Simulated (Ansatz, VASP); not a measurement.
## Two plane-wave programs on Mg

```xyz
2
Lattice="0.0000 3.4474 3.4474 3.4474 0.0000 3.4474 3.4474 3.4474 0.0000" Properties=species:S:1:pos:R:3 pbc="T T T"
Mg    3.4474    3.4474    3.4474
Mg    5.1711    5.1711    5.1711
```

Alike in both runs: functional r2SCAN; k mesh 6 × 6 × 6; occupations gaussian, width 0.1 eV; no spin polarisation.

Ansatz relaxed the structure, and its values are those at the end. VASP's run is a single point on that final structure, the one shown.

```csv
,VASP,Ansatz
version,VASP 6.6.1,Ansatz 0.2.0
potentials or method,"VASP PAW PBE potentials, release 64 (Mg), cutoff 520 eV","scalar-relativistic, plane waves, PAW"
valence electrons in the cell,4,20
```

Ansatz gave:

```
gap on the k mesh at the Fermi level (eV) : none
pressure (GPa)                            : 0.1
```

**Question.** Which values does VASP return?

**Answer.** gap on the k mesh at the Fermi level (eV): none; pressure (GPa): 0.0.

VASP's potentials were made for PBE, not for r2SCAN. A gap of «none» marks a metal or a gap that the smearing closes. VASP's potentials hold 4 valence electrons a cell and Ansatz's 20, so a difference there can come from the potentials and not from the codes.
